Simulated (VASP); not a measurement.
## MgO: single point with PBE

The system is MgO.

```xyz
4
Lattice="3.3153 0.0000 0.0000 -1.6576 2.8711 0.0000 0.0000 0.0000 5.1215" Properties=species:S:1:pos:R:3 pbc="T T T"
Mg   -0.0747    1.9888    0.0324
Mg    1.7323    0.8823    2.5931
O     0.0690    1.8451    2.0398
O     1.5886    1.0261    4.6006
```

This cell differs from its parent crystal: atoms displaced along a vibrational mode.

| Item | Value |
| --- | --- |
| Program | VASP 6.6.1 |
| Task | single point |
| Functional | PBE |
| Potentials or basis | VASP PAW PBE potentials, release 64 (Mg, O) |
| Cutoff | 520 eV |
| k mesh | 9 × 9 × 6 |
| Occupations | gaussian, width 0.05 eV |
| Spin | no spin polarisation |

| Item | Value |
| --- | --- |
| Pressure | -0.6 GPa |
| Largest force | 0.310 eV/Å |
| Band gap on the k mesh | 3.32 eV |

Forces in eV/Å, atoms in the order of the input:
```
Mg   0.198 -0.232  0.057
Mg  -0.198  0.232  0.057
O   -0.161  0.142 -0.057
O    0.161 -0.142 -0.057
```

Stress tensor (GPa, compression positive):
```
-0.79  0.31  0.00
 0.31 -0.78  0.00
 0.00  0.00 -0.35
```

Levels at points of the mesh, in eV from the valence-band top:
| k point | band 4 | band 5 | band 6 | band 7 | band 8 | band 9 | band 10 | band 11 | band 12 | band 13 |
| --- | --- | --- | --- | --- | --- | --- | --- | --- | --- | --- |
| (0.00, 0.00, 0.00) | -0.69 | -0.59 | -0.44 | -0.27 | 0.00 | 3.32 | 8.26 | 9.94 | 13.86 | 14.39 |
| (0.00, 0.00, 0.50) | -1.96 | -0.51 | -0.51 | -0.48 | -0.48 | 5.76 | 5.76 | 12.79 | 12.79 | 14.50 |

Run time: 2.8 min on 1 thread of Intel Xeon 8259CL (shared host), peak memory 0.26 GiB.

Caveat: the cell differs from its parent crystal (atoms displaced along a vibrational mode); an odd mesh through Γ misses points on the zone boundary, where band edges can lie.
